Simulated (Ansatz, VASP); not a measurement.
## One calculation of Te2Pb, two programs

INCAR

```
PREC = Accurate
ENCUT = 520
EDIFF = 1E-6
ISMEAR = 1
SIGMA = 0.2
LREAL = False
LASPH = True
NELM = 80
ALGO = Normal
ISIF = 2
LWAVE = False
LCHARG = False
GGA = PE
NBANDS = 20
```

File KPOINTS:

```
Automatic mesh
0
Gamma
  4 4 4
```

The input POSCAR:

```
Te2Pb
1.0
    0.0000000000      3.7966139269      3.7966139269
    3.7966139269      0.0000000000      3.7966139269
    3.7966139269      3.7966139269      0.0000000000
Pb Te
1 2
Direct
    0.0000000000      0.0000000000      0.0000000000
    0.2500000000      0.2500000000      0.2500000000
    0.7500000000      0.7500000000      0.7500000000
```

Input for Ansatz:

```yaml
crystal:
  lattice:
    - [0.0, 3.7966139269, 3.7966139269]
    - [3.7966139269, 0.0, 3.7966139269]
    - [3.7966139269, 3.7966139269, 0.0]
  atoms:
    - { symbol: Pb, position: [0.0, 0.0, 0.0] }
    - { symbol: Te, position: [0.25, 0.25, 0.25] }
    - { symbol: Te, position: [0.75, 0.75, 0.75] }
kpoints:
  mp_grid: { grid: [4, 4, 4] }
hamiltonian:
  xc: pbe
scf:
  occupations: { method: cold, width: 0.2 }
  n_extra_bands: 4
output:
  forces: true
  stress: true
  eigenvalues: true
```

Alike in both runs: task single point; functional PBE; k mesh 4 × 4 × 4; no spin polarisation.

```csv
,VASP,Ansatz
version,VASP 6.6.1,Ansatz 0.2.0
potentials or method,"VASP PAW PBE potentials, release 64 (Pb_d, Te)",plane waves
plane-wave cutoff (eV),520,420
occupations,"methfessel-paxton of order 1, width 0.2 eV","cold, width 0.2 eV"
valence electrons in the cell,26,46
```

```tsv
	VASP	Ansatz	Ansatz less VASP
pressure (GPa)	0.3	0.4	+0.03
```

VASP's potentials hold 26 valence electrons a cell and Ansatz's 46, so a difference there can come from the potentials and not from the codes.

Neither program's run includes spin-orbit coupling.
